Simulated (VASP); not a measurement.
# MgS (F-43m) in VASP: further runs, part 2 of 2

VASP 6.6.1.

## 3. Dielectric tensor, r2SCAN (strain -1.0%)

File INCAR:

```
PREC     = Accurate       # precision mode
ENCUT    = 520            # plane-wave cutoff, eV
EDIFF    = 1E-8           # SCF threshold, eV
ISMEAR   = 0              # smearing method
SIGMA    = 0.01           # smearing width, eV
LREAL    = False          # projectors in reciprocal space
LASPH    = True           # aspherical terms in the spheres
NELM     = 80             # most SCF steps
ALGO     = Normal         # electronic algorithm
ISIF     = 2              # what is computed and relaxed
LWAVE    = False          # write WAVECAR
LCHARG   = False          # write CHGCAR
METAGGA  = R2SCAN         # meta-GGA
LMIXTAU  = True         
LCALCEPS = True
```

File KPOINTS:

```
Automatic mesh
0
Gamma
  6 6 6
```

File POSCAR:

```
MgS
1.0
    0.0000000000      2.8025680728      2.8025680728
    2.8025680728      0.0000000000      2.8025680728
    2.8025680728      2.8025680728      0.0000000000
Mg S
1 1
Direct
    0.0000000000      0.0000000000      0.0000000000
    0.2500000000      0.2500000000      0.2500000000
```

Potentials or basis: VASP PAW PBE potentials, release 64 (Mg, S).

Command:

```bash
$ cat potpaw_PBE.64/Mg/POTCAR potpaw_PBE.64/S/POTCAR > POTCAR
$ mpirun -np 1 vasp_std > vasp.out
```

OUTCAR:

```text
PREC = Accurate
   ENCUT = 520
   EDIFF = 1E-8
   ISMEAR = 0
   LREAL = False
   LASPH = True
   NELM = 80
   ISIF = 2
   METAGGA = R2SCAN

 ion  position               nearest neighbor table
   1  0.000  0.000  0.000-   2 2.43   2 2.43   2 2.43   2 2.43
   2  0.250  0.250  0.250-   1 2.43   1 2.43   1 2.43   1 2.43

  LATTYP: Found a face centered cubic cell.
 ALAT       =     5.6051361456

  Lattice vectors:

 A1 = (   0.0000000000,   2.8025680728,   2.8025680728)
 A2 = (   2.8025680728,   0.0000000000,   2.8025680728)
 A3 = (   2.8025680728,   2.8025680728,   0.0000000000)

Analysis of symmetry for initial positions (statically):
=====================================================================
 Subroutine PRICEL returns:
 Original cell was already a primitive cell.

 Routine SETGRP: Setting up the symmetry group for a
 face centered cubic supercell.

 Subroutine GETGRP returns: Found 24 space group operations
[... 448 lines left out ...]
  y     0.00000    -0.00000     0.00000     0.00000     0.00000    -1.04026
  z     0.00000     0.00000     0.00000    -1.04026     0.00000     0.00000

 PIEZOELECTRIC TENSOR (including local field effects) (C/m^2)
          XX          YY          ZZ          XY          YZ          ZX
  --------------------------------------------------------------------------------
  x    -0.00000     0.00000     0.00000     0.00000    -0.37858     0.00000
  y     0.00000    -0.00000     0.00000     0.00000     0.00000    -0.37858
  z     0.00000     0.00000     0.00000    -0.37858     0.00000     0.00000

 BORN EFFECTIVE CHARGES (including local field effects) (in |e|, cummulative output)
 ---------------------------------------------------------------------------------
 ion    1
    1     1.87042     0.00000     0.00000
    2     0.00000     1.87042     0.00000
    3     0.00000     0.00000     1.87042
 ion    2
    1    -1.87042    -0.00000    -0.00000
    2     0.00000    -1.87042     0.00000
    3     0.00000     0.00000    -1.87042

  FORCE on cell =-STRESS in cart. coord.  units (eV):
  Direction    XX          YY          ZZ          XY          YZ          ZX
  --------------------------------------------------------------------------------------
  -------------------------------------------------------------------------------------
  Total        0.4524528      0.4524528      0.4524528     -0.0000000      0.0000000      0.0000000
  in kB       16.4658969     16.4658969     16.4658969     -0.0000000      0.0000000      0.0000000
  external PRESSURE =      16.4658969 kB  Pullay stress =       0.0000000 kB

 VOLUME and BASIS-vectors are now :
 -----------------------------------------------------------------------------
  energy-cutoff  :      520.00
  volume of cell :       44.02
      direct lattice vectors                 reciprocal lattice vectors
     0.000000000  2.802568073  2.802568073    -0.178407798  0.178407798  0.178407798
     2.802568073  0.000000000  2.802568073     0.178407798 -0.178407798  0.178407798
     2.802568073  2.802568073  0.000000000     0.178407798  0.178407798 -0.178407798

 POSITION                                       TOTAL-FORCE (eV/Angst)
 -----------------------------------------------------------------------------------
      0.00000      0.00000      0.00000         0.000000      0.000000     -0.000000
      1.40128      1.40128      1.40128        -0.000000     -0.000000      0.000000
 -----------------------------------------------------------------------------------
    total drift:                               -0.000003     -0.000003     -0.000003

  FREE ENERGIE OF THE ION-ELECTRON SYSTEM (eV)
  ---------------------------------------------------
  free  energy   TOTEN  =       -15.4445890990 eV

  energy  without entropy=      -15.4445890990  energy(sigma->0) =      -15.44458910
```

OSZICAR:

```text
N       E                     dE             d eps       ncg     rms          rms(c)
DAV:   1     0.154990876034E+02    0.15499E+02   -0.35936E+03   264   0.808E+02
DAV:   2    -0.160219405132E+02   -0.31521E+02   -0.31203E+02   344   0.109E+02
[... 12 lines left out ...]
DMP:   7    -0.154445887938E+02   -0.22960E-06   -0.24352E-06   544   0.696E-06  -0.168E-06
DMP:   8    -0.154445889141E+02   -0.12026E-06   -0.16244E-06   544   0.410E-06  -0.659E-08
DMP:   9    -0.154445890020E+02   -0.87897E-07   -0.85424E-07   544   0.195E-06   0.354E-07
DMP:  10    -0.154445890479E+02   -0.45915E-07   -0.47964E-07   544   0.111E-06   0.173E-07
DMP:  11    -0.154445890762E+02   -0.28331E-07   -0.28011E-07   544   0.585E-07   0.222E-07
DMP:  12    -0.154445890925E+02   -0.16259E-07   -0.12544E-07   544   0.256E-07   0.110E-07
DMP:  13    -0.154445890990E+02   -0.65155E-08   -0.56403E-08   544   0.136E-07   0.103E-08
   1 F= -.15444589E+02 E0= -.15444589E+02  d E =-.223901E-29
```

stdout:

```text
POSCAR found type information on POSCAR MgS
 POSCAR found :  2 types and       2 ions
 scaLAPACK will be used
 -----------------------------------------------------------------------------
|                                                                             |
[... 98 lines left out ...]
dp_tot=(  0.102E-05  0.101E-05  0.671E-02 )  diag[e(oo)]=(    ---      ---    3.75604 )
 p_tot=(  0.841E+01  0.841E+01  0.842E+01 )
dp_tot=(  0.102E-05  0.101E-05  0.669E-02 )  diag[e(oo)]=(    ---      ---    3.75178 )
 p_tot=(  0.841E+01  0.841E+01  0.842E+01 )
dp_tot=(  0.101E-05  0.101E-05  0.668E-02 )  diag[e(oo)]=(    ---      ---    3.74393 )
 final diagonalization full
 p_tot=(  0.841E+01  0.841E+01  0.842E+01 )
dp_tot=(  0.101E-05  0.100E-05  0.666E-02 )  diag[e(oo)]=(    ---      ---    3.73864 )
```

Run time: 21 min. Hardware: 1 thread of Intel Xeon Platinum 8259CL at 2.50GHz (Skylake/Cascade Lake), shared host; peak memory 0.28 GiB.

Results:

| Quantity | Value |
| --- | --- |
| Band gap on the k mesh | 4.29 eV |
| Electronic dielectric tensor (diagonal) | 3.74 |
| Born charges (mean of the diagonal) | Mg +1.87; S -1.87 e |

Levels at points of the mesh, in eV from the valence-band top:
```tsv
k point	band 2	band 3	band 4	band 5	band 6	band 7
(0.00, 0.00, 0.00)	0.00	0.00	0.00	4.29	8.67	8.67
(0.50, 0.00, 0.00)	-3.25	-0.34	-0.34	5.90	8.25	8.25
(0.50, 0.50, 0.00)	-2.91	-1.09	-1.09	4.30	6.30	12.45
```

Electronic dielectric tensor:
```
3.74 0.00 0.00
0.00 3.74 0.00
0.00 0.00 3.74
```

Born effective charge tensors (e):
atom 1, Mg
```
1.87 0.00 0.00
0.00 1.87 0.00
0.00 0.00 1.87
```
atom 2, S
```
-1.87  0.00  0.00
 0.00 -1.87  0.00
 0.00  0.00 -1.87
```

Dipole moments of the cell (e·Å, modulo the quantum): ionic 8.408, 8.408, 8.408; electronic 0.004, 0.004, 0.010

Caveat: the cell differs from its parent crystal (strain -1.0%); the structure was generated, so it needn't be the stable form of MgS; the PAW data sets were made with another functional, which shifts forces and pressure a little. A k mesh can miss the band edges.

## 4. Dielectric tensor, r2SCAN (strain +1.0%)

File INCAR:

```
SYSTEM = MgS
PREC     = Accurate       ! precision mode
ENCUT    = 520            ! plane-wave cutoff, eV
EDIFF    = 1E-8           ! SCF threshold, eV
ISMEAR   = 0              ! smearing method
SIGMA    = 0.01           ! smearing width, eV
LREAL    = .FALSE.        ! projectors in reciprocal space
LASPH    = .TRUE.         ! aspherical terms in the spheres
NELM     = 60             ! most SCF steps
ALGO     = Normal         ! electronic algorithm
ISIF     = 2              ! what is computed and relaxed
LWAVE    = .FALSE.        ! write WAVECAR
LCHARG   = .FALSE.        ! write CHGCAR
METAGGA  = R2SCAN         ! meta-GGA
LMIXTAU  = .TRUE.       
LCALCEPS = .TRUE.
```

File KPOINTS:

```
Automatic mesh
0
G
  6 6 6
  0 0 0
```

File POSCAR:

```
MgS
1.0
    0.0000000000      2.8591856096      2.8591856096
    2.8591856096      0.0000000000      2.8591856096
    2.8591856096      2.8591856096      0.0000000000
Mg S
1 1
Direct
    0.0000000000      0.0000000000      0.0000000000
    0.2500000000      0.2500000000      0.2500000000
```

Potentials or basis: VASP PAW PBE potentials, release 64 (Mg, S).

Command:

```bash
$ cat potpaw_PBE.64/Mg/POTCAR potpaw_PBE.64/S/POTCAR > POTCAR
$ mpirun -np 1 vasp_std > vasp.out
```

OUTCAR:

```text
SYSTEM = MgS
   PREC = Accurate
   ENCUT = 520
   EDIFF = 1E-8
   ISMEAR = 0
   LREAL = .FALSE.
   LASPH = .TRUE.
   NELM = 60
   ISIF = 2
   METAGGA = R2SCAN

 ion  position               nearest neighbor table
   1  0.000  0.000  0.000-   2 2.48   2 2.48   2 2.48   2 2.48
   2  0.250  0.250  0.250-   1 2.48   1 2.48   1 2.48   1 2.48

  LATTYP: Found a face centered cubic cell.
 ALAT       =     5.7183712192

  Lattice vectors:

 A1 = (   0.0000000000,   2.8591856096,   2.8591856096)
 A2 = (   2.8591856096,   0.0000000000,   2.8591856096)
[... 477 lines left out ...]
    3     0.00000     0.00000    -1.90104

  FORCE on cell =-STRESS in cart. coord.  units (eV):
  Direction    XX          YY          ZZ          XY          YZ          ZX
  --------------------------------------------------------------------------------------
  -------------------------------------------------------------------------------------
  Total       -0.5708043     -0.5708043     -0.5708043     -0.0000000     -0.0000000      0.0000000
  in kB      -19.5632397    -19.5632397    -19.5632397     -0.0000000     -0.0000000      0.0000000
  external PRESSURE =     -19.5632397 kB  Pullay stress =       0.0000000 kB

 VOLUME and BASIS-vectors are now :
 -----------------------------------------------------------------------------
  energy-cutoff  :      520.00
  volume of cell :       46.75
      direct lattice vectors                 reciprocal lattice vectors
     0.000000000  2.859185610  2.859185610    -0.174874971  0.174874971  0.174874971
     2.859185610  0.000000000  2.859185610     0.174874971 -0.174874971  0.174874971
     2.859185610  2.859185610  0.000000000     0.174874971  0.174874971 -0.174874971

 POSITION                                       TOTAL-FORCE (eV/Angst)
 -----------------------------------------------------------------------------------
      0.00000      0.00000      0.00000         0.000000      0.000000      0.000000
      1.42959      1.42959      1.42959        -0.000000     -0.000000     -0.000000
 -----------------------------------------------------------------------------------
    total drift:                               -0.000002     -0.000002     -0.000002

  FREE ENERGIE OF THE ION-ELECTRON SYSTEM (eV)
  ---------------------------------------------------
  free  energy   TOTEN  =       -15.4408353458 eV

  energy  without entropy=      -15.4408353458  energy(sigma->0) =      -15.44083535
```

OSZICAR:

```text
N       E                     dE             d eps       ncg     rms          rms(c)
DAV:   1     0.203377694164E+02    0.20338E+02   -0.35520E+03   256   0.804E+02
DAV:   2    -0.154889132873E+02   -0.35827E+02   -0.35398E+02   320   0.112E+02
[... 12 lines left out ...]
DMP:   7    -0.154408350245E+02   -0.23349E-06   -0.25715E-06   544   0.739E-06  -0.185E-06
DMP:   8    -0.154408351522E+02   -0.12775E-06   -0.16989E-06   544   0.427E-06  -0.354E-08
DMP:   9    -0.154408352433E+02   -0.91042E-07   -0.87742E-07   544   0.203E-06   0.317E-07
DMP:  10    -0.154408352902E+02   -0.46967E-07   -0.50868E-07   544   0.119E-06   0.163E-07
DMP:  11    -0.154408353208E+02   -0.30594E-07   -0.30453E-07   544   0.626E-07   0.260E-07
DMP:  12    -0.154408353387E+02   -0.17911E-07   -0.13496E-07   544   0.269E-07   0.132E-07
DMP:  13    -0.154408353458E+02   -0.70857E-08   -0.59382E-08   544   0.142E-07   0.134E-08
   1 F= -.15440835E+02 E0= -.15440835E+02  d E =-.164340E-28
```

stdout:

```text
POSCAR found type information on POSCAR MgS
 POSCAR found :  2 types and       2 ions
 scaLAPACK will be used
 -----------------------------------------------------------------------------
|                                                                             |
[... 98 lines left out ...]
dp_tot=(  0.110E-05  0.113E-05  0.708E-02 )  diag[e(oo)]=(    ---      ---    3.73878 )
 p_tot=(  0.858E+01  0.858E+01  0.859E+01 )
dp_tot=(  0.109E-05  0.112E-05  0.706E-02 )  diag[e(oo)]=(    ---      ---    3.73308 )
 p_tot=(  0.858E+01  0.858E+01  0.859E+01 )
dp_tot=(  0.109E-05  0.112E-05  0.704E-02 )  diag[e(oo)]=(    ---      ---    3.72474 )
 final diagonalization full
 p_tot=(  0.858E+01  0.858E+01  0.859E+01 )
dp_tot=(  0.109E-05  0.112E-05  0.703E-02 )  diag[e(oo)]=(    ---      ---    3.71949 )
```

It took 24 min on 1 thread of Intel Xeon Platinum 8259CL at 2.50GHz (Skylake/Cascade Lake), shared host; peak memory 0.28 GiB.

What came out:

| Property | Result |
| --- | --- |
| Band gap on the k mesh | 3.97 eV |
| Electronic dielectric tensor (diagonal) | 3.72 |
| Born charges (mean of the diagonal) | Mg +1.90; S -1.90 e |

Electronic dielectric tensor:
```
3.72 0.00 0.00
0.00 3.72 0.00
0.00 0.00 3.72
```

Born effective charge tensors (e):
atom 1, Mg
```
1.90 0.00 0.00
0.00 1.90 0.00
0.00 0.00 1.90
```
atom 2, S
```
-1.90  0.00  0.00
 0.00 -1.90  0.00
 0.00  0.00 -1.90
```

Dipole moments of the cell (e·Å, modulo the quantum): ionic 8.578, 8.578, 8.578; electronic 0.004, 0.004, 0.011

Caveat: the cell differs from its parent crystal (strain +1.0%); the structure was generated, so it needn't be the stable form of MgS; the PAW data sets were made with another functional, which shifts forces and pressure a little.

## 5. Summary

```tsv
cell	gap on the mesh (eV)
a = 3.923 Å, angles 60.0°, 2 atoms	4.27
a = 3.963 Å, angles 60.0°, 2 atoms	4.29
a = 4.043 Å, angles 60.0°, 2 atoms	3.97
```

Alike in all rows: task dielectric tensor; level r2SCAN; potentials or basis VASP PAW PBE potentials, release 64 (Mg, S); no spin polarisation; k mesh 6 × 6 × 6; cutoff (eV) 520; smearing gaussian 0.01 eV.

Caveats: the structure was generated, so it needn't be the stable form of MgS; the PAW data sets were made with another functional, which shifts forces and pressure a little.

Absolute energies hang on the potentials; compare differences alone.
